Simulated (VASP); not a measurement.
# KMgF3 (P4/mmm) in VASP: further runs, part 2 of 2

VASP 6.6.1.

## (4) Single point, PBEsol (strain +0.015 along x and y, +0.030 along z)

INCAR

```
SYSTEM = KMgF3
ALGO = Normal
EDIFF = 1E-7
ENCUT = 520
GGA = PS
ISIF = 2
ISMEAR = 0
LASPH = .True.
LCHARG = .False.
LREAL = .False.
LWAVE = .False.
NBANDS = 24
NELM = 80
PREC = Accurate
SIGMA = 0.05
```

KPOINTS

```
k-points
0
Gamma
  6 6 6
  0 0 0
```

POSCAR

```
KMgF3
1.0
    4.0456885000      0.0000000000      0.0000000000
    0.0000000000      4.0456885000      0.0000000000
    0.0000000000      0.0000000000      4.1054770000
K Mg F
1 1 3
Direct
    0.5000000000      0.5000000000      0.5000000000
    0.0000000000      0.0000000000      0.0000000000
    0.5000000000      0.0000000000      0.0000000000
    0.0000000000      0.5000000000      0.0000000000
    0.0000000000      0.0000000000      0.5000000000
```

Potentials or basis: VASP PAW PBE potentials, release 64 (K_sv, Mg, F).

The run is started by

```bash
$ cat potpaw_PBE.64/K_sv/POTCAR potpaw_PBE.64/Mg/POTCAR potpaw_PBE.64/F/POTCAR > POTCAR
$ mpirun -np 1 vasp_std > vasp.out
```

OUTCAR:

```text
SYSTEM = KMgF3
   EDIFF = 1E-7
   ENCUT = 520
   GGA = PS
   ISIF = 2
   ISMEAR = 0
   LASPH = .True.
   LREAL = .False.
   NELM = 80
   PREC = Accurate

 ion  position               nearest neighbor table
   1  0.500  0.500  0.500-   2 3.52   2 3.52   2 3.52   2 3.52   2 3.52   2 3.52   2 3.52   2 3.52

   2  0.000  0.000  0.000-   3 2.02   4 2.02   4 2.02   3 2.02   5 2.05   5 2.05   1 3.52   1 3.52
                             1 3.52   1 3.52   1 3.52   1 3.52   1 3.52   1 3.52
   3  0.500  0.000  0.000-   2 2.02   2 2.02
[... 854 lines left out ...]
  --------------------------------------------------------------------------------------
  -------------------------------------------------------------------------------------
  Total       -1.4867734     -1.4867734     -1.9430578      0.0000000      0.0000000      0.0000000
  in kB      -35.4492342    -35.4492342    -46.3284530      0.0000000      0.0000000      0.0000000
  external PRESSURE =     -39.0756405 kB  Pullay stress =       0.0000000 kB

 VOLUME and BASIS-vectors are now :
 -----------------------------------------------------------------------------
  energy-cutoff  :      520.00
  volume of cell :       67.20
      direct lattice vectors                 reciprocal lattice vectors
     4.045688500  0.000000000  0.000000000     0.247176717  0.000000000  0.000000000
     0.000000000  4.045688500  0.000000000     0.000000000  0.247176717  0.000000000
     0.000000000  0.000000000  4.105477000     0.000000000  0.000000000  0.243577056

 POSITION                                       TOTAL-FORCE (eV/Angst)
 -----------------------------------------------------------------------------------
      2.02284      2.02284      2.05274         0.000000      0.000000      0.000000
      0.00000      0.00000      0.00000         0.000000      0.000000      0.000000
      2.02284      0.00000      0.00000         0.000000      0.000000      0.000000
      0.00000      2.02284      0.00000         0.000000      0.000000      0.000000
      0.00000      0.00000      2.05274         0.000000      0.000000      0.000000
 -----------------------------------------------------------------------------------
    total drift:                                0.000000     -0.000000      0.000000

  FREE ENERGIE OF THE ION-ELECTRON SYSTEM (eV)
  ---------------------------------------------------
  free  energy   TOTEN  =       -25.2177022329 eV

  energy  without entropy=      -25.2177022329  energy(sigma->0) =      -25.21770223
```

OSZICAR:

```text
N       E                     dE             d eps       ncg     rms          rms(c)
DAV:   1     0.216969921126E+03    0.21697E+03   -0.17062E+04  1968   0.126E+03
DAV:   2    -0.153195336863E+02   -0.23229E+03   -0.22296E+03  2432   0.337E+02
DAV:   3    -0.267404132825E+02   -0.11421E+02   -0.11357E+02  2880   0.688E+01
DAV:   4    -0.271047844970E+02   -0.36437E+00   -0.36416E+00  2520   0.773E+00
DAV:   5    -0.271068510444E+02   -0.20665E-02   -0.20665E-02  2672   0.605E-01    0.807E+00
DAV:   6    -0.252569753190E+02    0.18499E+01   -0.60016E+00  2288   0.170E+01    0.385E+00
DAV:   7    -0.252288614362E+02    0.28114E-01   -0.17981E-01  2376   0.258E+00    0.226E+00
DAV:   8    -0.252175813842E+02    0.11280E-01   -0.64827E-02  2448   0.238E+00    0.279E-01
DAV:   9    -0.252174714337E+02    0.10995E-03   -0.10812E-02  2608   0.714E-01    0.136E-01
DAV:  10    -0.252177222932E+02   -0.25086E-03   -0.74428E-04  2392   0.180E-01    0.106E-01
DAV:  11    -0.252176972548E+02    0.25038E-04   -0.96405E-05  2488   0.724E-02    0.474E-02
DAV:  12    -0.252177023863E+02   -0.51315E-05   -0.27127E-05  2288   0.391E-02    0.546E-03
DAV:  13    -0.252177022801E+02    0.10621E-06   -0.19383E-06  2648   0.797E-03    0.198E-03
DAV:  14    -0.252177022329E+02    0.47214E-07   -0.18647E-07  1968   0.307E-03
   1 F= -.25217702E+02 E0= -.25217702E+02  d E =-.955115E-22
```

It took 59 s on 1 thread of Intel Xeon Platinum 8488C (Sapphire Rapids), shared host; peak memory 0.21 GiB.

Results:

| Item | Value |
| --- | --- |
| Free energy | -25.2177 eV |
| Pressure | -3.9 GPa |
| Band gap on the k mesh | 6.69 eV (least direct gap 7.02 eV) |

Stress tensor (GPa, compression positive):
```
-3.54  0.00  0.00
 0.00 -3.54  0.00
 0.00  0.00 -4.63
```

Levels at points of the mesh, in eV from the valence-band top:
| k point | band 14 | band 15 | band 16 | band 17 | band 18 | band 19 |
| --- | --- | --- | --- | --- | --- | --- |
| (0.00, 0.00, 0.00) | -0.33 | -0.33 | -0.33 | 6.69 | 9.83 | 9.89 |
| (0.50, 0.00, 0.00) | -0.80 | -0.51 | -0.50 | 9.61 | 9.71 | 10.89 |
| (0.50, 0.50, 0.00) | -0.82 | -0.82 | -0.02 | 10.45 | 11.33 | 11.93 |
| (0.00, 0.00, 0.50) | -0.77 | -0.51 | -0.51 | 9.55 | 9.68 | 10.79 |
| (0.50, 0.00, 0.50) | -0.89 | -0.89 | -0.03 | 10.44 | 11.25 | 11.85 |
| (0.50, 0.50, 0.50) | -0.01 | -0.01 | 0.00 | 10.06 | 10.07 | 10.07 |

Caveat: the cell differs from its parent crystal (strain +0.015 along x and y, +0.030 along z); the cell stands under tension; the PAW data sets were made with another functional, which shifts forces and pressure a little.

## (5) The runs side by side

```csv
cell,gap on the mesh (eV),pressure (GPa)
"a = 4.105, b = 4.105, c = 3.926 Å, 5 atoms",6.80,-2.8
"a = 4.105, b = 4.105, c = 3.986 Å, 5 atoms",6.70,-3.8
"a = 4.046, b = 4.046, c = 4.105 Å, 5 atoms",6.69,-3.9
```

Alike in all rows: task single point; level PBEsol; potentials or basis VASP PAW PBE potentials, release 64 (K_sv, Mg, F); no spin polarisation; k mesh 6 × 6 × 6; cutoff (eV) 520; smearing gaussian 0.05 eV.

Caveats: the PAW data sets were made with another functional, which shifts forces and pressure a little; the cell stands under tension (at least some runs).

Total energies depend on the potentials used, so only differences within one code and one set of settings carry meaning.
